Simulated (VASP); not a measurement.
# Li: single point with r2SCAN

Crystal: Li.

```
Li
1.0
    -1.72979    1.72979    1.72979
     1.72979   -1.72979    1.72979
     1.72979    1.72979   -1.72979
Li
1
Direct
  0.00000 0.00000 0.00000
```

```yaml
Program: VASP 6.6.1
Task: single point
Functional: r2SCAN
Potentials_or_basis: VASP PAW PBE potentials, release 64 (Li_sv)
Cutoff: 830 eV
k_mesh: 7 × 7 × 7
Occupations: gaussian, width 0.1 eV
Spin: no spin polarisation
Dipole_correction: no
Further_INCAR_settings: ALGO = Normal; EDIFF = 1e-06; NBANDS = 8
```

The pressure is 0.1 GPa and the band gap on the k mesh is zero (an odd number of electrons rules out a gap without spin polarisation).

Levels at points of the mesh, in eV from the Fermi level:
```tsv
k point	band 1	band 2	band 3	band 4	band 5	band 6
(0.00, 0.00, 0.00)	-48.07	-3.85	16.07	16.07	16.07	20.29
```

Wall time 29 s on 1 thread of Intel Xeon 8259CL, on a shared host, peak memory 0.15 GiB.

Caveat: the k points lie up to 0.37 Å⁻¹ apart, too coarse for converged energies and pressures of a metal; the PAW data sets were made with another functional, which shifts forces and pressure a little.
